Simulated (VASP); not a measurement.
A run of VASP 6.6.1 is set up as follows.

The input INCAR:

```
SYSTEM = Zn12H
  ALGO = Normal
  EDIFF = 1E-7
  ENCUT = 520
  ISIF = 2
  ISMEAR = 0
  LASPH = .True.
  LCHARG = .True.
  LELF = .True.
  LREAL = .False.
  LVHAR = .True.
  LWAVE = .False.
  NBANDS = 84
  NELM = 80
  PREC = Accurate
  SIGMA = 0.05
```

The input KPOINTS:

```
k-points
0
Gamma
  4 3 3
  0 0 0
```

File POSCAR:

```
Zn12H
1.0
    5.3200000000      0.0000000000      0.0000000000
   -3.9900000000      6.9108830000      0.0000000000
    0.0000000000      0.0000000000      4.9369600000
Zn H
12 1
Direct
   -0.0174322062     -0.0306399341     -0.0305191859
    0.1784353971      0.2090955671      0.5196074102
   -0.0085195977      0.3396162256      0.0571343499
    0.1810994472      0.5436328469      0.5393448600
    0.0178482552      0.6700365207      0.0116298289
    0.1810387128      0.8746759278      0.5068931083
    0.5083542398     -0.0027301866      0.0298941049
    0.6795994662      0.2048225965      0.5247478205
    0.5385933148      0.3481507356     -0.0492481203
    0.6866503991      0.5478757201      0.4905054933
    0.4991836232      0.6587162596      0.0354535990
    0.6747516499      0.8733661097      0.5075230506
    0.1858298875      0.2071401006      1.1158694824
```

Potentials or basis: VASP PAW LDA potentials, release 64 (Zn, H).

The run is started by

```sh
$ cat potpaw_LDA.64/Zn/POTCAR potpaw_LDA.64/H/POTCAR > POTCAR
$ mpirun -np 1 vasp_std > vasp.out
```

(1) Estimate the largest force.

(2) Estimate the pressure.

Answers

(1) 0.033 eV/Å.

(2) -5.3 GPa.

Caveat: the k points lie up to 0.42 Å⁻¹ apart.
